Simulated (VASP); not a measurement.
# Ni (Fm-3m) in VASP: a series of runs, part 2 of 2

VASP 6.6.1.

### Step 4. Single point, r2SCAN

This run uses another cell than the first one, of 11.27 Å³/atom.

The input, POSCAR:

```
Ni
1.0
    0.0000000000      1.7796051196      1.7796051196
    1.7796051196      0.0000000000      1.7796051196
    1.7796051196      1.7796051196      0.0000000000
Ni
1
Direct
    0.0000000000      0.0000000000      0.0000000000
```

The input, INCAR.step1:

```
SYSTEM = Ni
  PREC = Accurate
  ENCUT = 520
  ISMEAR = -1
  SIGMA = 0.1
  LREAL = .FALSE.
  LASPH = .TRUE.
  NELM = 80
  NBANDS = 11
  GGA = PE
  ALGO = Normal
  EDIFF = 1E-4
  LWAVE = .TRUE.
  LCHARG = .FALSE.
```

The input, INCAR.step2:

```
SYSTEM = Ni
  PREC = Accurate
  ENCUT = 520
  EDIFF = 1E-6
  ISMEAR = -1
  SIGMA = 0.1
  LREAL = .FALSE.
  LASPH = .TRUE.
  NELM = 80
  ALGO = Normal
  ISIF = 2
  LWAVE = .FALSE.
  LCHARG = .FALSE.
  METAGGA = R2SCAN
  LMIXTAU = .TRUE.
  NBANDS = 11
  ISTART = 1
```

The input, KPOINTS:

```
regular mesh
0
G
  16 16 16
  0 0 0
```

Potentials or basis: VASP PAW PBE potentials, release 64 (Ni).

Launch:

```console
$ cat potpaw_PBE.64/Ni/POTCAR > POTCAR
$ cp INCAR.step1 INCAR
$ mpirun -np 1 vasp_std > vasp.out
$ cp INCAR.step2 INCAR
$ mpirun -np 1 vasp_std > vasp.out
```

OUTCAR:

```text
SYSTEM = Ni
   PREC = Accurate
   ENCUT = 520
   EDIFF = 1E-6
   ISMEAR = -1
   LREAL = .FALSE.
   LASPH = .TRUE.
   NELM = 80
   ISIF = 2
   METAGGA = R2SCAN
   ISTART = 1

 ion  position               nearest neighbor table
   1  0.000  0.000  0.000-

  LATTYP: Found a face centered cubic cell.
 ALAT       =     3.5592102392

  Lattice vectors:

 A1 = (   0.0000000000,   1.7796051196,   1.7796051196)
 A2 = (   1.7796051196,   0.0000000000,   1.7796051196)
 A3 = (   1.7796051196,   1.7796051196,   0.0000000000)

Analysis of symmetry for initial positions (statically):
=====================================================================
 Subroutine PRICEL returns:
 Original cell was already a primitive cell.

 Routine SETGRP: Setting up the symmetry group for a
 face centered cubic supercell.

 Subroutine GETGRP returns: Found 48 space group operations
 (whereof 48 operations were pure point group operations)
 out of a pool of 48 trial point group operations.

The static configuration has the point symmetry O_h .

Analysis of symmetry for dynamics (positions and initial velocities):
=====================================================================
 Subroutine PRICEL returns:
 Original cell was already a primitive cell.

 Routine SETGRP: Setting up the symmetry group for a
 face centered cubic supercell.

 Subroutine GETGRP returns: Found 48 space group operations
 (whereof 48 operations were pure point group operations)
 out of a pool of 48 trial point group operations.

The dynamic configuration has the point symmetry O_h .

 Subroutine INISYM returns: Found 48 space group operations
 (whereof 48 operations are pure point group operations),
 and found     1 'primitive' translations

----------------------------------------------------------------------------------------

                                     Primitive cell

  volume of cell :      11.2720

[... 111 lines left out ...]
   METAGGA = R2SCAN    functional components
   LHFCALC =     F    Hartree Fock is set to
   AEXX    =    0.0000 exact exchange contribution
   IVDW    =     0    specifies the selected vdW correction
   LEPSILON=     F    determine dielectric tensor
   LRPA    =     F    only Hartree local field effects (RPA)
 non-spin polarized calculation
  energy-cutoff  :      520.00
  volume of cell :       11.27
 maximum number of plane-waves:       316
   NGX =  9   NGY =  9   NGZ =  9

 number of electron      10.0000004 magnetization

 Free energy of the ion-electron system (eV)
  ---------------------------------------------------
  ext. energy  EPLUGINS =         0.00000000
  ---------------------------------------------------
  free energy    TOTEN  =       -11.83273439 eV

  energy without entropy =      -11.74343468  energy(sigma->0) =      -11.78808454

 E-fermi :   8.4924     XC(G=0): -14.1122

 val. band max:        8.4850933438   @ k =   0.4375   0.3750   0.0000
 cond. band min:       8.4941845416   @ k =  -0.3750   0.3750   0.1250
 fundamental gap:      0.0090911978
 Fermi energy:         8.4923738606

 k-point     1 :       0.0000    0.0000    0.0000
  band No.  band energies     occupation
      1      -0.4210      2.00000
      2       6.6994      2.00000
      3       6.6994      2.00000
      4       6.6994      2.00000
      5       7.6829      1.99939
      6       7.6830      1.99939
      7      32.9197      0.00000
      8      36.9657      0.00000
      9      36.9657      0.00000
     10      36.9658      0.00000
     11      39.6103      0.00000
[... 309 lines left out ...]
 k-point    24 :      -0.0625    0.0625    0.0000
  band No.  band energies     occupation
      1      -0.0107      2.00000
      2       6.5835      2.00000
      3       6.7823      2.00000
      4       6.7973      2.00000
      5       7.6005      1.99973
      6       7.6995      1.99928
      7      31.4587      0.00000
      8      33.2273      0.00000
      9      35.6297      0.00000
     10      37.5356      0.00000
     11      39.7929      0.00000

 [... further k-points ...]

------------------------ aborting loop because EDIFF is reached ----------------------------------------

  FORCE on cell =-STRESS in cart. coord.  units (eV):
  Direction    XX          YY          ZZ          XY          YZ          ZX
  --------------------------------------------------------------------------------------
  -------------------------------------------------------------------------------------
  Total       -0.9988220     -0.9988220     -0.9988220     -0.0000000     -0.0000000     -0.0000000
  in kB     -141.9703760   -141.9703760   -141.9703760     -0.0000000     -0.0000000     -0.0000000
  external PRESSURE =    -141.9703760 kB  Pullay stress =       0.0000000 kB

 VOLUME and BASIS-vectors are now :
 -----------------------------------------------------------------------------
  energy-cutoff  :      520.00
  volume of cell :       11.27
      direct lattice vectors                 reciprocal lattice vectors
     0.000000000  1.779605120  1.779605120    -0.280961206  0.280961206  0.280961206
     1.779605120  0.000000000  1.779605120     0.280961206 -0.280961206  0.280961206
     1.779605120  1.779605120  0.000000000     0.280961206  0.280961206 -0.280961206

 POSITION                                       TOTAL-FORCE (eV/Angst)
 -----------------------------------------------------------------------------------
      0.00000      0.00000      0.00000         0.000000      0.000000      0.000000
 -----------------------------------------------------------------------------------
    total drift:                               -0.000000     -0.000000     -0.000000

  FREE ENERGIE OF THE ION-ELECTRON SYSTEM (eV)
  ---------------------------------------------------
  free  energy   TOTEN  =       -11.8327343934 eV

  energy  without entropy=      -11.7434346773  energy(sigma->0) =      -11.78808454
```

OUTCAR.step1:

```text
SYSTEM = Ni
   PREC = Accurate
   ENCUT = 520
   ISMEAR = -1
   LREAL = .FALSE.
   LASPH = .TRUE.
[... 552 lines left out ...]
 -----------------------------------------------------------------------------------
      0.00000      0.00000      0.00000         0.000000      0.000000      0.000000
 -----------------------------------------------------------------------------------
    total drift:                               -0.000000     -0.000000     -0.000000

  FREE ENERGIE OF THE ION-ELECTRON SYSTEM (eV)
  ---------------------------------------------------
  free  energy   TOTEN  =        -5.4552855385 eV

  energy  without entropy=       -5.3625429635  energy(sigma->0) =       -5.40891425
```

Run time: 64 s. Hardware: 1 thread of AMD EPYC 7R13 (Zen 3), shared host; peak memory 0.11 GiB.

What came out:

```
Free energy            : -11.8327 eV
Pressure               : -14.2 GPa
Band gap on the k mesh : zero (bands 5 and 6 overlap by 1.01 eV)
```

Levels at points of the mesh, in eV from the Fermi level:
| k point | band 2 | band 3 | band 4 | band 5 | band 6 | band 7 | band 8 | band 9 |
| --- | --- | --- | --- | --- | --- | --- | --- | --- |
| (0.00, 0.00, 0.00) | -1.79 | -1.79 | -1.79 | -0.81 | -0.81 | 24.43 | 28.47 | 28.47 |
| (0.50, 0.00, 0.00) | -1.88 | -1.88 | -0.09 | -0.05 | -0.05 | 6.09 | 22.95 | 25.47 |
| (0.50, 0.50, 0.00) | -3.61 | -0.12 | 0.16 | 0.16 | 2.70 | 9.57 | 15.44 | 15.44 |

Caveat: the cell stands under tension; the PAW data sets were made with another functional, which shifts forces and pressure a little; the run has no spin polarisation, though such a crystal can be magnetic.
